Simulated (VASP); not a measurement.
# C (Fmmm) in VASP: notebook

The runs below take C through single point, with PBE.

Everything below comes from runs of VASP 6.6.1. Logs are shortened: lines on timing, memory, paths and dates and some standing lists are left out, and cuts for length are marked.

### 1 The cell of the first run

The structure is orthorhombic, space group Fmmm (No. 69). The conventional cell has a = 2.406 Å, b = 4.168 Å, c = 6.560 Å, α = 90.00°, β = 90.00°, γ = 90.00°. C (site symmetry m2m) has 3 C at 1.39 Å within 1.9 Å.

### 2 Single point, PBE (volume scaled by 0.9405)

The input, INCAR:

```
PREC = Accurate
ENCUT = 520
EDIFF = 1E-7
ISMEAR = -1
SIGMA = 0.05
LREAL = F
LASPH = T
NELM = 80
ALGO = Normal
ISIF = 2
LWAVE = F
LCHARG = T
GGA = PE
LELF = T
LVHAR = T
NBANDS = 11
```

The input, KPOINTS:

```
regular mesh
0
Gamma
  18 18 18
```

The input, POSCAR:

```
C
1.0
    0.0000000000      2.0839490168      3.2802356879
    1.2031449895      0.0000000000      3.2802356879
    1.2031449895      2.0839490168      0.0000000000
C
2
Direct
    0.1666700000      0.8333300000      0.1666700000
    0.8333300000      0.1666700000      0.8333300000
```

Potentials or basis: VASP PAW PBE potentials, release 64 (C).

Launch:

```sh
> cat potpaw_PBE.64/C/POTCAR > POTCAR
> mpirun -np 1 vasp_std > vasp.out
```

OUTCAR:

```text
PREC = Accurate
   ENCUT = 520
   EDIFF = 1E-7
   ISMEAR = -1
   LREAL = F
   LASPH = T
   NELM = 80
   ISIF = 2
   GGA = PE

 ion  position               nearest neighbor table
   1  0.167  0.833  0.167-   2 1.39   2 1.39   2 1.39
   2  0.833  0.167  0.833-   1 1.39   1 1.39   1 1.39

  LATTYP: Found a face centered orthorhombic cell.
 ALAT       =     2.4062899790
 B/A-ratio  =     1.7320846905
 C/A-ratio  =     2.7263843647

  Lattice vectors:

 A1 = (   0.0000000000,   2.0839490168,   3.2802356879)
 A2 = (   1.2031449895,   0.0000000000,   3.2802356879)
 A3 = (   1.2031449895,   2.0839490168,   0.0000000000)

Analysis of symmetry for initial positions (statically):
=====================================================================
 Subroutine PRICEL returns:
 Original cell was already a primitive cell.

 Routine SETGRP: Setting up the symmetry group for a
 face centered orthorhombic supercell.

 Subroutine GETGRP returns: Found  8 space group operations
 (whereof  8 operations were pure point group operations)
 out of a pool of  8 trial point group operations.

The static configuration has the point symmetry D_2h.

Analysis of symmetry for dynamics (positions and initial velocities):
=====================================================================
 Subroutine PRICEL returns:
 Original cell was already a primitive cell.

 Routine SETGRP: Setting up the symmetry group for a
 face centered orthorhombic supercell.

 Subroutine GETGRP returns: Found  8 space group operations
 (whereof  8 operations were pure point group operations)
 out of a pool of  8 trial point group operations.

The dynamic configuration has the point symmetry D_2h.

 Subroutine INISYM returns: Found  8 space group operations
 (whereof  8 operations are pure point group operations),
 and found     1 'primitive' translations

----------------------------------------------------------------------------------------

                                     Primitive cell

  volume of cell :      16.4490

  direct lattice vectors                    reciprocal lattice vectors
     0.000000000  2.083949017  3.280235688    -0.415577511  0.239929094  0.152428072
     1.203144989  0.000000000  3.280235688     0.415577511 -0.239929094  0.152428072
     1.203144989  2.083949017  0.000000000     0.415577511  0.239929094 -0.152428072

  length of vectors
     3.886230780  3.493923874  2.406325284     0.503492755  0.503492755  0.503492755

  position of ions in fractional coordinates (direct lattice)
     0.166670000  0.833330000  0.166670000
     0.833330000  0.166670000  0.833330000

  ion indices of the primitive-cell ions
   primitive index   ion index
                 1           1
                 2           2

----------------------------------------------------------------------------------------

 KPOINTS: regular mesh

Automatic generation of k-mesh.
 Grid dimensions read from file:
 generate k-points for:   18   18   18

 Generating k-lattice:

  Cartesian coordinates                     Fractional coordinates (reciprocal lattice)
    -0.023087639  0.013329394  0.008468226     0.055555556 -0.000000000  0.000000000
     0.023087639 -0.013329394  0.008468226    -0.000000000  0.055555556  0.000000000
     0.023087639  0.013329394 -0.008468226     0.000000000  0.000000000  0.055555556

  Length of vectors
     0.027971820  0.027971820  0.027971820

  Shift w.r.t. Gamma in fractional coordinates (k-lattice)
     0.000000000  0.000000000  0.000000000

 Subroutine IBZKPT returns following result:
 ===========================================

 Found    865 irreducible k-points:

 Following reciprocal coordinates:
            Coordinates               Weight
  0.000000  0.000000  0.000000      1.000000
  0.055556  0.000000  0.000000      8.000000
  0.111111  0.000000  0.000000      8.000000
  0.166667 -0.000000  0.000000      8.000000
  0.222222  0.000000  0.000000      8.000000
  0.277778  0.000000  0.000000      8.000000
[... 16 lines left out ...]
 -0.277778  0.055556  0.000000      8.000000
 -0.222222  0.055556 -0.000000      8.000000
 [... further k-points ...]
   k-points           NKPTS =    865   k-points in BZ     NKDIM =    865   number of bands    NBANDS=     11
   number of dos      NEDOS =    301   number of ions     NIONS =      2
   total plane-waves  NPLWV =  15120
   dimension x,y,z NGX =    30 NGY =   28 NGZ =   18
   dimension x,y,z NGXF=    60 NGYF=   56 NGZF=   36
   ions per type =               2
   NGX,Y,Z   is equivalent  to a cutoff of  12.83, 13.32, 12.44 a.u.
   NGXF,Y,Z  is equivalent  to a cutoff of  25.67, 26.65, 24.87 a.u.
 SYSTEM =  unknown system
   PREC   = accura    normal or accurate (medium, high low for compatibility)
   ISTART =      0    job   : 0-new  1-cont  2-samecut
   ICHARG =      2    charge: 1-file 2-atom 10-const
   ISPIN  =      1    spin polarized calculation?
   LNONCOLLINEAR =      F non collinear calculations
   LSORBIT =      F    spin-orbit coupling
   LASPH  =      T    aspherical Exc in radial PAW
   ENCUT  =  520.0 eV  38.22 Ry    6.18 a.u.   7.23  6.50  4.47*2*pi/ulx,y,z
   NELM   =     80;   NELMIN=  2; NELMDL= -5     # of ELM steps
   EDIFF  = 0.1E-06   stopping-criterion for ELM
   LREAL  =      F    real-space projection
   EDIFFG = 0.1E-05   stopping-criterion for IOM
   NSW    =      0    number of steps for IOM
   IBRION =     -1    ionic relax: 0-MD 1-quasi-New 2-CG
   NFREE  =      0    steps in history (QN), initial steepest desc. (CG)
   ISIF   =      2    stress and relaxation
   ISYM   =      2    0-nonsym 1-usesym 2-fastsym
   POTIM  = 0.5000    time-step for ionic-motion
   TEBEG  =    0.0;   TEEND  =   0.0 temperature during run
   PSTRESS=    0.0 pullay stress
   NELECT =       8.0000    total number of electrons
   NUPDOWN=      -1.0000    fix difference up-down
   EMIN   =  10.00;   EMAX   =-10.00  energy-range for DOS
   EFERMI =   0.00;   METHOD = LEGACY
   ISMEAR =    -1;   SIGMA  =   0.05  broadening in eV -4-tet -1-fermi 0-gaus
   EFERMI_NEDOS =   21; number of points for ismear=-14 and -15
   IALGO  =     38    algorithm
   IMIX   =      4    mixing-type and parameters
     AMIX     =   0.40;   BMIX     =  1.00
     AMIX_MAG =   1.60;   BMIX_MAG =  1.00
  volume/ion in A,a.u.               =       8.22        55.50
  Fermi-wavevector in a.u.,A,eV,Ry     =   1.287433  2.432896 22.551451  1.657485
  Thomas-Fermi vector in A             =   2.419448
   LORBIT       =      0    0 simple, 1 ext, 2 COOP (PROOUT), +10 PAW based schemes
   GGA     = PE    functional components
   LHFCALC =     F    Hartree Fock is set to
   AEXX    =    0.0000 exact exchange contribution
   IVDW    =     0    specifies the selected vdW correction
   LEPSILON=     F    determine dielectric tensor
   LRPA    =     F    only Hartree local field effects (RPA)
 non-spin polarized calculation
  energy-cutoff  :      520.00
  volume of cell :       16.45
 maximum number of plane-waves:       461
 NGX is ok and might be reduce to    30
   NGX = 15   NGY = 13   NGZ =  9

 number of electron       7.9999999 magnetization

 Free energy of the ion-electron system (eV)
  ---------------------------------------------------
  ext. energy  EPLUGINS =         0.00000000
  ---------------------------------------------------
  free energy    TOTEN  =       -18.32027063 eV

  energy without entropy =      -18.32007616  energy(sigma->0) =      -18.32017339

 E-fermi :   5.3276     XC(G=0): -10.6253

 val. band max:        5.2865652879   @ k =  -0.2778   0.0556   0.3333
 cond. band min:       5.3726855083   @ k =  -0.2222   0.1111   0.3333
 fundamental gap:      0.0861202204
 Fermi energy:         5.3275814167

 k-point     1 :       0.0000    0.0000    0.0000
  band No.  band energies     occupation
      1     -14.9316      2.00000
      2      -1.6151      2.00000
      3       2.3535      2.00000
      4       2.3812      2.00000
      5       9.5179      0.00000
      6      14.1433      0.00000
      7      14.2230      0.00000
      8      17.6201      0.00000
      9      19.6460      0.00000
     10      28.9292      0.00000
     11      32.0973      0.00000

 k-point     2 :       0.0556    0.0000    0.0000
  band No.  band energies     occupation
      1     -14.8523      2.00000
      2      -1.5468      2.00000
      3       2.0697      2.00000
      4       2.1923      2.00000
      5       9.6508      0.00000
      6      14.2456      0.00000
      7      14.5078      0.00000
      8      17.3160      0.00000
      9      19.7723      0.00000
     10      29.1928      0.00000
     11      31.1872      0.00000

 k-point     3 :       0.1111    0.0000    0.0000
  band No.  band energies     occupation
      1     -14.6147      2.00000
      2      -1.3412      2.00000
      3       1.2341      2.00000
      4       1.7432      2.00000
      5      10.0478      0.00000
      6      14.3233      0.00000
      7      15.4583      0.00000
      8      16.4607      0.00000
      9      20.1764      0.00000
     10      29.2197      0.00000
     11      29.9577      0.00000

 k-point     4 :       0.1667   -0.0000    0.0000
  band No.  band energies     occupation
      1     -14.2205      2.00000
      2      -0.9964      2.00000
      3       0.0265      2.00000
      4       1.1423      2.00000
      5      10.7004      0.00000
      6      14.3164      0.00000
      7      15.1856      0.00000
      8      16.8904      0.00000
      9      20.8705      0.00000
     10      27.3483      0.00000
     11      30.8276      0.00000
[... 239 lines left out ...]
 k-point    22 :      -0.3333    0.0556   -0.0000
  band No.  band energies     occupation
      1     -11.1959      2.00000
      2      -5.9168      2.00000
      3      -0.9515      2.00000
      4       1.9397      2.00000
      5       8.6080      0.00000
      6      13.5493      0.00000
      7      14.9949      0.00000
      8      21.7955      0.00000
      9      24.6247      0.00000
     10      25.1309      0.00000
     11      28.1088      0.00000

 k-point    23 :      -0.2778    0.0556    0.0000
  band No.  band energies     occupation
      1     -12.1698      2.00000
      2      -4.4260      2.00000
      3      -0.5810      2.00000
      4       1.1282      2.00000
      5      10.1600      0.00000
      6      13.2739      0.00000
      7      13.9965      0.00000
      8      22.6353      0.00000
      9      22.7887      0.00000
     10      24.3481      0.00000
     11      28.6295      0.00000

 k-point    24 :      -0.2222    0.0556   -0.0000
  band No.  band energies     occupation
      1     -13.0070      2.00000
      2      -2.8977      2.00000
      3      -0.0853      2.00000
      4       0.3638      2.00000
      5      11.7918      0.00000
      6      12.2377      0.00000
      7      14.0452      0.00000
      8      20.6314      0.00000
      9      22.8201      0.00000
     10      24.3381      0.00000
     11      29.3645      0.00000

 [... further k-points ...]

------------------------ aborting loop because EDIFF is reached ----------------------------------------

  FORCE on cell =-STRESS in cart. coord.  units (eV):
  Direction    XX          YY          ZZ          XY          YZ          ZX
  --------------------------------------------------------------------------------------
  -------------------------------------------------------------------------------------
  Total        3.6217563      3.5587635      0.5028864      0.0000000      0.0000000      0.0000000
  in kB      352.7684257    346.6327637     48.9824357      0.0000000      0.0000000      0.0000000
  external PRESSURE =     249.4612084 kB  Pullay stress =       0.0000000 kB

 VOLUME and BASIS-vectors are now :
 -----------------------------------------------------------------------------
  energy-cutoff  :      520.00
  volume of cell :       16.45
      direct lattice vectors                 reciprocal lattice vectors
     0.000000000  2.083949017  3.280235688    -0.415577511  0.239929094  0.152428072
     1.203144989  0.000000000  3.280235688     0.415577511 -0.239929094  0.152428072
     1.203144989  2.083949017  0.000000000     0.415577511  0.239929094 -0.152428072

 POSITION                                       TOTAL-FORCE (eV/Angst)
 -----------------------------------------------------------------------------------
      1.20314      0.69466      3.28024         0.000000      0.003568      0.000000
      1.20314      3.47323      3.28024         0.000000     -0.003568      0.000000
 -----------------------------------------------------------------------------------
    total drift:                               -0.000000     -0.000000     -0.000000

  FREE ENERGIE OF THE ION-ELECTRON SYSTEM (eV)
  ---------------------------------------------------
  free  energy   TOTEN  =       -18.3202706276 eV

  energy  without entropy=      -18.3200761552  energy(sigma->0) =      -18.32017339
```

Run time: 81 s. Hardware: 1 thread of Intel Xeon 6975P-C (Granite Rapids), shared host; peak memory 0.24 GiB.

Results:

- Free energy: -18.3203 eV
- Pressure: 24.9 GPa
- Largest force: 0.004 eV/Å
- Band gap on the k mesh: 0.09 eV, indirect (least direct gap 0.17 eV)

Forces in eV/Å, atoms in the order of the input:
```
C    0.000  0.004  0.000
C    0.000 -0.004  0.000
```

Stress tensor (GPa, compression positive):
```
35.28  0.00  0.00
 0.00 34.66  0.00
 0.00  0.00  4.90
```

(Part 1 of 2 ends here.)
